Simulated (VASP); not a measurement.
# CsKMg (P-6m2) in VASP: single point with PBE

Aim: the single point of CsKMg with PBE.

Everything below comes from runs of VASP 6.6.1. Logs are shortened: lines on timing, memory, paths and dates and some standing lists are left out, and cuts for length are marked.

## Step 1: The cell of the first run

Symmetry: P-6m2, No. 187, hexagonal system. The conventional cell has a = 5.016 Å, b = 5.016 Å, c = 5.163 Å, α = 90.00°, β = 90.00°, γ = 120.00°. Within 5.1 Å of K (site symmetry -6m2) lie 6 Mg at 3.88 Å and 6 Cs at 3.88 Å and 6 K at 5.02 Å. Cs (site symmetry -6m2) has 3 Mg at 2.90 Å within 3.8 Å. Mg (site symmetry -6m2) has 3 Cs at 2.90 Å within 3.8 Å.

## Step 2: Single point, PBE

The input, INCAR:

```
SYSTEM = CsKMg
PREC     = Accurate       ! precision mode
ENCUT    = 520            ! plane-wave cutoff, eV
EDIFF    = 1E-6           ! SCF threshold, eV
ISMEAR   = 0              ! smearing method
SIGMA    = 0.1            ! smearing width, eV
LREAL    = .FALSE.        ! projectors in reciprocal space
LASPH    = .TRUE.         ! aspherical terms in the spheres
NELM     = 60             ! most SCF steps
ALGO     = Normal         ! electronic algorithm
ISIF     = 2              ! what is computed and relaxed
LWAVE    = .FALSE.        ! write WAVECAR
LCHARG   = .FALSE.        ! write CHGCAR
GGA      = PE             ! functional
NBANDS   = 17             ! bands
```

The input, KPOINTS:

```
Automatic mesh
0
G
  6 6 4
  0 0 0
```

The input, POSCAR:

```
CsKMg
1.0
    5.0156438300      0.0000000000      0.0000000000
   -2.5078219200      4.3436749700      0.0000000000
    0.0000000000      0.0000000000      5.1634329100
K Cs Mg
1 1 1
Direct
    0.0000000000      0.0000000000      0.0000000000
    0.3333333300      0.6666666700      0.5000000000
    0.6666666700      0.3333333300      0.5000000000
```

Potentials or basis: VASP PAW PBE potentials, release 64 (K_sv, Cs_sv, Mg).

Command:

```
> cat potpaw_PBE.64/K_sv/POTCAR potpaw_PBE.64/Cs_sv/POTCAR potpaw_PBE.64/Mg/POTCAR > POTCAR
> mpirun -np 1 vasp_std > vasp.out
```

OUTCAR:

```text
SYSTEM = CsKMg
   PREC = Accurate
   ENCUT = 520
   EDIFF = 1E-6
   ISMEAR = 0
   LREAL = .FALSE.
   LASPH = .TRUE.
   NELM = 60
   ISIF = 2
   GGA = PE

 ion  position               nearest neighbor table
   1  0.000  0.000  0.000-
   2  0.333  0.667  0.500-   3 2.90   3 2.90   3 2.90
   3  0.667  0.333  0.500-   2 2.90   2 2.90   2 2.90

  LATTYP: Found a hexagonal cell.
 ALAT       =     5.0156438300
 C/A-ratio  =     1.0294656250

  Lattice vectors:

 A1 = (   5.0156438300,   0.0000000000,   0.0000000000)
 A2 = (  -2.5078219200,   4.3436749700,   0.0000000000)
 A3 = (   0.0000000000,   0.0000000000,   5.1634329100)

Analysis of symmetry for initial positions (statically):
=====================================================================
 Subroutine PRICEL returns:
 Original cell was already a primitive cell.

 Routine SETGRP: Setting up the symmetry group for a
 hexagonal supercell.

 Subroutine GETGRP returns: Found 12 space group operations
 (whereof 12 operations were pure point group operations)
 out of a pool of 24 trial point group operations.

The static configuration has the point symmetry D_3h.

Analysis of symmetry for dynamics (positions and initial velocities):
=====================================================================
 Subroutine PRICEL returns:
 Original cell was already a primitive cell.

 Routine SETGRP: Setting up the symmetry group for a
 hexagonal supercell.

 Subroutine GETGRP returns: Found 12 space group operations
 (whereof 12 operations were pure point group operations)
 out of a pool of 24 trial point group operations.

The dynamic configuration has the point symmetry D_3h.

 Subroutine INISYM returns: Found 12 space group operations
 (whereof 12 operations are pure point group operations),
 and found     1 'primitive' translations

----------------------------------------------------------------------------------------

                                     Primitive cell

  volume of cell :     112.4922

  direct lattice vectors                    reciprocal lattice vectors
     5.015643830  0.000000000  0.000000000     0.199376199  0.115109902  0.000000000
    -2.507821920  4.343674970  0.000000000     0.000000000  0.230219804  0.000000000
     0.000000000  0.000000000  5.163432910     0.000000000  0.000000000  0.193669603

  length of vectors
     5.015643830  5.015643830  5.163432910     0.230219804  0.230219804  0.193669603

  position of ions in fractional coordinates (direct lattice)
     0.000000000  0.000000000  0.000000000
     0.333333330  0.666666670  0.500000000
     0.666666670  0.333333330  0.500000000

  ion indices of the primitive-cell ions
   primitive index   ion index
                 1           1
                 2           2
                 3           3

----------------------------------------------------------------------------------------

 KPOINTS: Automatic mesh

Automatic generation of k-mesh.
 Grid dimensions read from file:
 generate k-points for:    6    6    4

 Generating k-lattice:

  Cartesian coordinates                     Fractional coordinates (reciprocal lattice)
     0.033229366  0.019184984  0.000000000     0.166666667  0.000000000  0.000000000
     0.000000000  0.038369967  0.000000000     0.000000000  0.166666667  0.000000000
     0.000000000  0.000000000  0.048417401     0.000000000  0.000000000  0.250000000

  Length of vectors
     0.038369967  0.038369967  0.048417401

  Shift w.r.t. Gamma in fractional coordinates (k-lattice)
     0.000000000  0.000000000  0.000000000

 Subroutine IBZKPT returns following result:
 ===========================================

 Found     21 irreducible k-points:

 Following reciprocal coordinates:
            Coordinates               Weight
  0.000000  0.000000  0.000000      1.000000
  0.166667  0.000000  0.000000      6.000000
  0.333333  0.000000  0.000000      6.000000
  0.500000  0.000000  0.000000      3.000000
  0.166667  0.166667  0.000000      6.000000
  0.333333  0.166667  0.000000     12.000000
[... 13 lines left out ...]
  0.333333  0.166667  0.500000     12.000000
  0.333333  0.333333  0.500000      2.000000
   k-points           NKPTS =     21   k-points in BZ     NKDIM =     21   number of bands    NBANDS=     17
   number of dos      NEDOS =    301   number of ions     NIONS =      3
   total plane-waves  NPLWV =  64000
   dimension x,y,z NGX =    40 NGY =   40 NGZ =   40
   dimension x,y,z NGXF=    80 NGYF=   80 NGZF=   80
   ions per type =               1   1   1
   NGX,Y,Z   is equivalent  to a cutoff of  13.26, 13.26, 12.88 a.u.
   NGXF,Y,Z  is equivalent  to a cutoff of  26.52, 26.52, 25.76 a.u.
 SYSTEM =  CsKMg
   PREC   = accura    normal or accurate (medium, high low for compatibility)
   ISTART =      0    job   : 0-new  1-cont  2-samecut
   ICHARG =      2    charge: 1-file 2-atom 10-const
   ISPIN  =      1    spin polarized calculation?
   LNONCOLLINEAR =      F non collinear calculations
   LSORBIT =      F    spin-orbit coupling
   LASPH  =      T    aspherical Exc in radial PAW
   ENCUT  =  520.0 eV  38.22 Ry    6.18 a.u.   9.33  9.33  9.60*2*pi/ulx,y,z
   NELM   =     60;   NELMIN=  2; NELMDL= -5     # of ELM steps
   EDIFF  = 0.1E-05   stopping-criterion for ELM
   LREAL  =      F    real-space projection
   EDIFFG = 0.1E-04   stopping-criterion for IOM
   NSW    =      0    number of steps for IOM
   IBRION =     -1    ionic relax: 0-MD 1-quasi-New 2-CG
   NFREE  =      0    steps in history (QN), initial steepest desc. (CG)
   ISIF   =      2    stress and relaxation
   ISYM   =      2    0-nonsym 1-usesym 2-fastsym
   POTIM  = 0.5000    time-step for ionic-motion
   TEBEG  =    0.0;   TEEND  =   0.0 temperature during run
   PSTRESS=    0.0 pullay stress
   NELECT =      20.0000    total number of electrons
   NUPDOWN=      -1.0000    fix difference up-down
   EMIN   =  10.00;   EMAX   =-10.00  energy-range for DOS
   EFERMI =   0.00;   METHOD = LEGACY
   ISMEAR =     0;   SIGMA  =   0.10  broadening in eV -4-tet -1-fermi 0-gaus
   EFERMI_NEDOS =   21; number of points for ismear=-14 and -15
   IALGO  =     38    algorithm
   IMIX   =      4    mixing-type and parameters
     AMIX     =   0.40;   BMIX     =  1.00
     AMIX_MAG =   1.60;   BMIX_MAG =  1.00
  volume/ion in A,a.u.               =      37.50       253.05
  Fermi-wavevector in a.u.,A,eV,Ry     =   0.920543  1.739574 11.529564  0.847399
  Thomas-Fermi vector in A             =   2.045860
   LORBIT       =      0    0 simple, 1 ext, 2 COOP (PROOUT), +10 PAW based schemes
   GGA     = PE    functional components
   LHFCALC =     F    Hartree Fock is set to
   AEXX    =    0.0000 exact exchange contribution
   IVDW    =     0    specifies the selected vdW correction
   LEPSILON=     F    determine dielectric tensor
   LRPA    =     F    only Hartree local field effects (RPA)
 non-spin polarized calculation
 Gauss-broadening in eV      SIGMA  =   0.10
  energy-cutoff  :      520.00
  volume of cell :      112.49
 maximum number of plane-waves:      3073
 NGX is ok and might be reduce to    40
   NGX = 19   NGY = 19   NGZ = 19

 number of electron      20.0000001 magnetization

 Free energy of the ion-electron system (eV)
  ---------------------------------------------------
  ext. energy  EPLUGINS =         0.00000000
  ---------------------------------------------------
  free energy    TOTEN  =        -0.35240127 eV

  energy without entropy =       -0.34229229  energy(sigma->0) =       -0.34734678

 E-fermi :   2.4070     XC(G=0):  -7.8560

 val. band max:        2.3986670503   @ k =   0.3333   0.3333   0.0000
 cond. band min:       2.4187465693   @ k =   0.1667   0.0000   0.0000
 fundamental gap:      0.0200795190
 Fermi energy:         2.4070131848

 k-point     1 :       0.0000    0.0000    0.0000
  band No.  band energies     occupation
      1     -29.2073      2.00000
      2     -21.0972      2.00000
      3     -12.7531      2.00000
      4     -12.7157      2.00000
      5     -12.7157      2.00000
      6      -8.1024      2.00000
[... 9 lines left out ...]
     16       5.9146      0.00000
     17       6.6497      0.00000

 k-point     2 :       0.1667    0.0000    0.0000
  band No.  band energies     occupation
      1     -29.2069      2.00000
      2     -21.0923      2.00000
      3     -12.7499      2.00000
      4     -12.7225      2.00000
      5     -12.7185      2.00000
      6      -8.2112      2.00000
[... 9 lines left out ...]
     16       6.0288      0.00000
     17       6.7555      0.00000

 k-point     3 :       0.3333    0.0000    0.0000
  band No.  band energies     occupation
      1     -29.2063      2.00000
      2     -21.0824      2.00000
      3     -12.7435      2.00000
      4     -12.7364      2.00000
      5     -12.7240      2.00000
      6      -8.4104      2.00000
[... 9 lines left out ...]
     16       6.3844      0.00000
     17       7.0493      0.00000

 k-point     4 :       0.5000    0.0000    0.0000
  band No.  band energies     occupation
      1     -29.2059      2.00000
      2     -21.0774      2.00000
      3     -12.7435      2.00000
      4     -12.7403      2.00000
      5     -12.7268      2.00000
      6      -8.5022      2.00000
[... 9 lines left out ...]
     16       6.1943      0.00000
     17       6.4976      0.00000
[... 283 lines left out ...]
      1     -29.2059      2.00000
      2     -21.0805      2.00000
      3     -12.7630      2.00000
      4     -12.7364      2.00000
      5     -12.7187      2.00000
      6      -8.3119      2.00000
[... 9 lines left out ...]
     16       6.6246      0.00000
     17       7.2731      0.00000

 k-point    20 :       0.3333    0.1667    0.5000
  band No.  band energies     occupation
      1     -29.2055      2.00000
      2     -21.0720      2.00000
      3     -12.7686      2.00000
      4     -12.7490      2.00000
      5     -12.7252      2.00000
      6      -8.4182      2.00000
[... 9 lines left out ...]
     16       6.5186      0.00000
     17       6.7662      0.00000

 k-point    21 :       0.3333    0.3333    0.5000
  band No.  band energies     occupation
      1     -29.2053      2.00000
      2     -21.0692      2.00000
      3     -12.7703      2.00000
      4     -12.7454      2.00000
      5     -12.7351      2.00000
      6      -8.4139      2.00000
[... 9 lines left out ...]
     16       6.8076      0.00000
     17       6.8485      0.00000

------------------------ aborting loop because EDIFF is reached ----------------------------------------

  FORCE on cell =-STRESS in cart. coord.  units (eV):
  Direction    XX          YY          ZZ          XY          YZ          ZX
  --------------------------------------------------------------------------------------
  -------------------------------------------------------------------------------------
  Total        8.1957516      8.1957516      1.6576775     -0.0000000      0.0000000     -0.0000000
  in kB      116.7284784    116.7284783     23.6095698     -0.0000001      0.0000000     -0.0000000
  external PRESSURE =      85.6888421 kB  Pullay stress =       0.0000000 kB

 VOLUME and BASIS-vectors are now :
 -----------------------------------------------------------------------------
  energy-cutoff  :      520.00
  volume of cell :      112.49
      direct lattice vectors                 reciprocal lattice vectors
     5.015643830  0.000000000  0.000000000     0.199376199  0.115109902  0.000000000
    -2.507821920  4.343674970  0.000000000     0.000000000  0.230219804  0.000000000
     0.000000000  0.000000000  5.163432910     0.000000000  0.000000000  0.193669603

 POSITION                                       TOTAL-FORCE (eV/Angst)
 -----------------------------------------------------------------------------------
      0.00000      0.00000      0.00000        -0.000000      0.000000      0.000000
     -0.00000      2.89578      2.58172         0.000000     -0.000000      0.000000
      2.50782      1.44789      2.58172        -0.000000      0.000000      0.000000
 -----------------------------------------------------------------------------------
    total drift:                                0.000015     -0.000009     -0.000000

  FREE ENERGIE OF THE ION-ELECTRON SYSTEM (eV)
  ---------------------------------------------------
  free  energy   TOTEN  =        -0.3524012746 eV

  energy  without entropy=       -0.3422922864  energy(sigma->0) =       -0.34734678
```

Wall time 35 s (1 thread of Intel Xeon Platinum 8259CL at 2.50GHz (Skylake/Cascade Lake), shared host); peak memory 0.25 GiB.

What came out:

```yaml
Free_energy: -0.3524 eV
Pressure: 8.6 GPa
Band_gap_on_the_k_mesh: zero (band 10 reaches 2.48 eV, above the bottom of band 11 at 2.38 eV)
```

Levels at points of the mesh, in eV from the Fermi level:
```
           k point  band 7  band 8  band 9  band 10  band 11  band 12  band 13  band 14
(0.00, 0.00, 0.00)  -10.51  -10.32   -3.59    -0.03     0.54     0.54     2.38     3.24
(0.50, 0.00, 0.00)  -10.58  -10.31   -2.00    -0.37     0.69     0.83     2.44     2.85
(0.00, 0.00, 0.50)  -10.51  -10.51   -2.75    -0.78     0.45     0.45     2.07     2.07
(0.50, 0.00, 0.50)  -10.59  -10.42   -1.58    -0.91     0.78     1.83     2.11     2.99
```

Caveat: spin-orbit coupling is left out, which moves the levels of the heavy elements.
